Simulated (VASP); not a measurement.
# AlB2P3 (I-4m2) in VASP: a series of runs, part 2 of 2

VASP 6.6.1. The steps go on from the part before.

### Step 5. Relaxation of cell and atoms, PBE

This run uses another cell than the first one, of 15.19 Å³/atom, 1.049 times its volume.

INCAR reads:

```
  ALGO = Normal
  EDIFF = 1E-6
  EDIFFG = -0.04
  ENCUT = 600
  GGA = PE
  IBRION = 2
  ISIF = 3
  ISMEAR = 0
  LASPH = T
  LCHARG = F
  LREAL = F
  LWAVE = F
  NELM = 100
  NSW = 90
  PREC = Accurate
  SIGMA = 0.1
```

KPOINTS reads:

```
k-points
0
Gamma
  8 8 8
```

POSCAR reads:

```
AlB2P3
1.0
   -1.7513075000      1.7513075000      7.4301684400
    1.7513075000     -1.7513075000      7.4301684400
    1.7513075000      1.7513075000     -7.4301684400
Al B P
1 2 3
Direct
    0.0000000000      0.0000000000      0.0000000000
    0.6666666700      0.6666666700      0.0000000000
    0.3333333300      0.3333333300      0.0000000000
    0.5833333300      0.0833333300      0.5000000000
    0.2500000000      0.7500000000      0.5000000000
    0.9166666700      0.4166666700      0.5000000000
```

Potentials or basis: VASP PAW PBE potentials, release 64 (Al, B, P).

Started as:

```console
cat potpaw_PBE.64/Al/POTCAR potpaw_PBE.64/B/POTCAR potpaw_PBE.64/P/POTCAR > POTCAR
mpirun -np 1 vasp_std > vasp.out
```

OUTCAR:

```text
EDIFF = 1E-6
   EDIFFG = -0.04
   ENCUT = 600
   GGA = PE
   IBRION = 2
   ISIF = 3
   ISMEAR = 0
   LASPH = T
   LREAL = F
   NELM = 100
   NSW = 90
   PREC = Accurate

 ion  position               nearest neighbor table
   1  0.000  0.000  0.000-   4 2.14   6 2.14   4 2.14   6 2.14
   2  0.667  0.667  0.000-   5 2.14   5 2.14   4 2.14   4 2.14
   3  0.333  0.333  0.000-   5 2.14   5 2.14   6 2.14   6 2.14
   4  0.583  0.083  0.500-   1 2.14   1 2.14   2 2.14   2 2.14
   5  0.250  0.750  0.500-   3 2.14   2 2.14   3 2.14   2 2.14
   6  0.917  0.417  0.500-   1 2.14   1 2.14   3 2.14   3 2.14

  LATTYP: Found a body centered tetragonal cell.
 ALAT       =     3.5026150000
 C/A-ratio  =     4.2426406785

  Lattice vectors:

 A1 = (  -1.7513075000,   1.7513075000,   7.4301684400)
 A2 = (   1.7513075000,  -1.7513075000,   7.4301684400)
 A3 = (   1.7513075000,   1.7513075000,  -7.4301684400)

Analysis of symmetry for initial positions (statically):
=====================================================================
 Subroutine PRICEL returns:
 Original cell was already a primitive cell.

 Routine SETGRP: Setting up the symmetry group for a
 body centered tetragonal supercell.

 Subroutine GETGRP returns: Found  8 space group operations
 (whereof  8 operations were pure point group operations)
 out of a pool of 16 trial point group operations.

The static configuration has the point symmetry D_2d.

Analysis of symmetry for dynamics (positions and initial velocities):
=====================================================================
 Subroutine PRICEL returns:
 Original cell was already a primitive cell.

 Routine SETGRP: Setting up the symmetry group for a
 body centered tetragonal supercell.

 Subroutine GETGRP returns: Found  8 space group operations
 (whereof  8 operations were pure point group operations)
 out of a pool of 16 trial point group operations.

The dynamic configuration has the point symmetry D_2d.

 Subroutine INISYM returns: Found  8 space group operations
 (whereof  8 operations are pure point group operations),
 and found     1 'primitive' translations

[... 147 lines left out ...]
  ext. energy  EPLUGINS =         0.00000000
  ---------------------------------------------------
  free energy    TOTEN  =       -33.35582288 eV

  energy without entropy =      -33.35582288  energy(sigma->0) =      -33.35582288

------------------------ aborting loop because EDIFF is reached ----------------------------------------

  FORCE on cell =-STRESS in cart. coord.  units (eV):
  Direction    XX          YY          ZZ          XY          YZ          ZX
  --------------------------------------------------------------------------------------
  -------------------------------------------------------------------------------------
  Total        0.6894841      0.6894841      0.0304889      0.0000000      0.0000000      0.0000000
  in kB       12.1185700     12.1185700      0.5358809      0.0000000      0.0000000      0.0000000
  external PRESSURE =       8.2576736 kB  Pullay stress =       0.0000000 kB
[... 67 lines left out ...]
--------------------------------------- Ionic step        3  -------------------------------------------

 number of electron      24.0000000 magnetization

 E-fermi :   6.3723     XC(G=0):  -9.9699

 val. band max:        6.0754978126   @ k =   0.0000   0.0000   0.0000
 cond. band min:       6.6842575600   @ k =  -0.3750  -0.3750   0.3750
 fundamental gap:      0.6087597474
 Fermi energy:         6.3723306344

 k-point     1 :       0.0000    0.0000    0.0000
  band No.  band energies     occupation
      1      -7.8390      2.00000
      2      -6.2007      2.00000
      3      -5.0681      2.00000
      4       0.6273      2.00000
      5       0.8607      2.00000
      6       2.2171      2.00000
[... 480 lines left out ...]
  FREE ENERGIE OF THE ION-ELECTRON SYSTEM (eV)
  ---------------------------------------------------
  free  energy   TOTEN  =       -34.5603174947 eV

  energy  without entropy=      -34.5603174261  energy(sigma->0) =      -34.56031746

[... ionic steps 4 to 7 ...]

--------------------------------------- Ionic step        8  -------------------------------------------

 number of electron      24.0000000 magnetization

------------------------ aborting loop because EDIFF is reached ----------------------------------------
[... 75 lines left out ...]
--------------------------------------- Ionic step       10  -------------------------------------------

 number of electron      24.0000000 magnetization

 Free energy of the ion-electron system (eV)
  ---------------------------------------------------
  ext. energy  EPLUGINS =         0.00000000
  ---------------------------------------------------
  free energy    TOTEN  =       -34.95382718 eV

  energy without entropy =      -34.95382713  energy(sigma->0) =      -34.95382715

 E-fermi :   7.2566     XC(G=0): -10.2206

 val. band max:        6.9536802960   @ k =   0.0000   0.0000   0.0000
 cond. band min:       7.5656158523   @ k =   0.5000   0.5000   0.5000
 fundamental gap:      0.6119355563
 Fermi energy:         7.2565694001

 k-point     1 :       0.0000    0.0000    0.0000
  band No.  band energies     occupation
      1      -7.8121      2.00000
      2      -5.8399      2.00000
      3      -4.8554      2.00000
      4       0.8663      2.00000
      5       1.2037      2.00000
      6       2.6819      2.00000
[... 480 lines left out ...]
  FREE ENERGIE OF THE ION-ELECTRON SYSTEM (eV)
  ---------------------------------------------------
  free  energy   TOTEN  =       -34.9538271781 eV

  energy  without entropy=      -34.9538271290  energy(sigma->0) =      -34.95382715

 reached required accuracy - stopping structural energy minimisation
```

Run time: 39 min. Hardware: 1 thread of Intel Xeon 6975P-C, shared host; peak memory 0.71 GiB.

Results:

```
Free energy                            : -34.9538 eV
Relaxed volume                         : 14.47 Å³/atom
Relaxed cell                           : a = 7.905 Å, b = 7.905 Å, c = 7.905 Å, α = 155.20°, β = 155.20°, γ = 35.36°
Space group after relaxing (to 0.05 Å) : I-4m2 (No. 119)
Energy gained by relaxing              : 266.3 meV/atom
Ionic steps                            : 10
Pressure after relaxing                : 0.0 GPa
Largest force after relaxing           : 0.024 eV/Å
Band gap on the k mesh                 : 0.61 eV, indirect (least direct gap 0.73 eV)
```

Forces on the atoms (eV/Å):
```
Al   0.000  0.000  0.000
B    0.000  0.000  0.001
B    0.000  0.000 -0.001
P    0.000  0.000 -0.024
P    0.000  0.000  0.000
P    0.000  0.000  0.024
```

Step by step:
| step | energy change (eV) | largest force (eV/Å) | pressure (GPa) | volume (Å³) |
| --- | --- | --- | --- | --- |
| 1 | 0.0000 | 4.9361 | 0.83 | 91.16 |
| 2 | -1.2030 | 1.5868 | -5.49 | 92.19 |
| 3 | -1.2045 | 1.6375 | -5.62 | 92.23 |
| 4 | -1.5354 | 0.8259 | 2.38 | 85.39 |
| 5 | -1.5366 | 0.7629 | 3.00 | 84.98 |
| 6 | -1.5917 | 0.3292 | -0.27 | 87.01 |
| 7 | -1.5971 | 0.0862 | 0.43 | 86.55 |
| 8 | -1.5971 | 0.0699 | 0.46 | 86.51 |
| 9 | -1.5979 | 0.0433 | -0.22 | 86.97 |
| 10 | -1.5980 | 0.0235 | -0.05 | 86.85 |

Final structure:
```
CELL_PARAMETERS angstrom
-1.69787 1.69787 7.53184
1.69787 -1.69787 7.53184
1.69787 1.69787 -7.53184
ATOMIC_POSITIONS crystal
Al 0.00000 0.00000 0.00000
B 0.67643 0.67643 0.00000
B 0.32357 0.32357 0.00000
P 0.60385 0.10385 0.50000
P 0.25000 0.75000 0.50000
P 0.89615 0.39615 0.50000
```

Levels at points of the mesh, in eV from the valence-band top:
```tsv
k point	band 9	band 10	band 11	band 12	band 13	band 14	band 15	band 16
(0.00, 0.00, 0.00)	-2.88	-0.70	0.00	0.00	0.73	0.82	2.06	2.41
(0.50, 0.00, 0.00)	-2.77	-2.74	-2.11	-0.45	1.76	2.60	3.02	3.60
(0.50, 0.50, 0.00)	-4.88	-4.77	-3.95	-3.78	0.72	1.02	2.37	2.88
(0.50, 0.50, 0.50)	-2.60	-2.43	-0.54	-0.54	0.61	0.87	1.81	2.49
```

### Step 6. Overview

| task | cell | k mesh | cutoff (eV) | smearing | gap on the mesh (eV) | pressure (GPa) | largest force (eV/Å) |
| --- | --- | --- | --- | --- | --- | --- | --- |
| single point | a = 7.913 Å, angles 155.2, 155.2, 35.3°, 6 atoms | 8 × 8 × 8 | 520 | gaussian 0.1 eV | 0.62 | -0.2 | 0.01 |
| single point | a = 7.832 Å, angles 154.2, 154.2, 36.9°, 6 atoms | 8 × 8 × 8 | 520 | gaussian 0.1 eV | 1.27 | 0.8 | 4.94 |
| single point | a = 7.916 Å, angles 155.2, 155.2, 35.3°, 6 atoms | 12 × 12 × 12 | 520 | gaussian 0.02 eV | 0.63 | -0.2 | - |
| relaxation of cell and atoms | relaxed from a = 7.832 Å, angles 154.2, 154.2, 36.9°, 6 atoms | 8 × 8 × 8 | 600 | gaussian 0.1 eV | 0.61 | 0.0 | 0.02 |

Alike in all rows: level PBE; potentials or basis VASP PAW PBE potentials, release 64 (Al, B, P); no spin polarisation.

Caveats: forces of over 1 eV/Å act on the atoms, so gaps and moduli don't describe the material at rest (some runs).

Total energies depend on the potentials used, so only differences within one code and one set of settings carry meaning.
